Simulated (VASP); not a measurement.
Set up this calculation in VASP 6.6.1, as the native input.

- Task: relaxation of the atoms
- Functional: PBE
- Potentials or basis: VASP PAW PBE potentials, release 64 (Cu, O)
- Cutoff: 520 eV
- k mesh: 3 × 3 × 3
- Occupations: gaussian, width 0.02 eV
- Spin: no spin polarisation
- Dipole correction: no
- Further INCAR settings: ALGO = Normal; EDIFF = 1e-07; IBRION = 2; EDIFFG = -0.025; NSW = 65

The structure of Cu16O7 (a cell with a defect) lies in POSCAR:

```
Cu16O7
1.0
   -4.2982410664      4.2982410664      4.2982410664
    4.2982410664      4.2982410664     -4.2982410664
   -4.2982410664     -4.2982410664     -4.2982410664
Cu O
16 7
Direct
    0.5000000000      0.0000000000      0.2500000000
    0.0000000000      0.5000000000      0.2500000000
    0.0000000000      0.0000000000      0.7500000000
    0.5000000000      0.5000000000      0.7500000000
    0.7500000000      0.0000000000      0.0000000000
    0.2500000000      0.5000000000      0.0000000000
    0.2500000000      0.0000000000      0.5000000000
    0.7500000000      0.5000000000      0.5000000000
    0.5000000000      0.2500000000      0.0000000000
    0.0000000000      0.7500000000      0.0000000000
    0.0000000000      0.2500000000      0.5000000000
    0.5000000000      0.7500000000      0.5000000000
    0.2500000000      0.7500000000      0.7500000000
    0.7500000000      0.2500000000      0.7500000000
    0.7500000000      0.7500000000      0.2500000000
    0.2500000000      0.2500000000      0.2500000000
    0.5000000000      0.0000000000      0.5000000000
    0.5000000000      0.5000000000      1.0000000000
    0.0000000000      0.0000000000      1.0000000000
    0.5000000000      0.0000000000      0.0000000000
    0.0000000000      0.5000000000      0.0000000000
    0.0000000000      0.0000000000      0.5000000000
    0.5000000000      0.5000000000      0.5000000000
```

This cell differs from its parent crystal: atoms taken out.

The input as run:

INCAR

```
SYSTEM = Cu16O7
ALGO = Normal
EDIFF = 1E-7
EDIFFG = -0.025
ENCUT = 520
GGA = PE
GGA_COMPAT = .FALSE.
IBRION = 2
ISIF = 2
ISMEAR = 0
KPAR = 4
LASPH = .TRUE.
LCHARG = .FALSE.
LREAL = .FALSE.
LWAVE = .FALSE.
NELM = 120
NELMIN = 4
NSW = 65
PREC = Accurate
SIGMA = 0.02
```

KPOINTS

```
k-points
0
G
  3 3 3
  0 0 0
```

Potentials or basis: VASP PAW PBE potentials, release 64 (Cu, O).

Run with:

```sh
$ cat potpaw_PBE.64/Cu/POTCAR potpaw_PBE.64/O/POTCAR > POTCAR
$ mpirun -np 4 vasp_std > vasp.out
```

Results of the run:

| Item | Value |
| --- | --- |
| Energy gained by relaxing | 61.8 meV/atom |
| Ionic steps | 22 |
| Pressure after relaxing | -5.7 GPa |
| Largest force after relaxing | 0.007 eV/Å |
| Band gap on the k mesh | 0.96 eV |

Caveat: the cell differs from its parent crystal (atoms taken out).

Wall time 38 min on 4 MPI ranks on AMD EPYC 7R43 64-Core Processor (Zen 3), on a shared host, peak memory 0.5 GiB a rank.
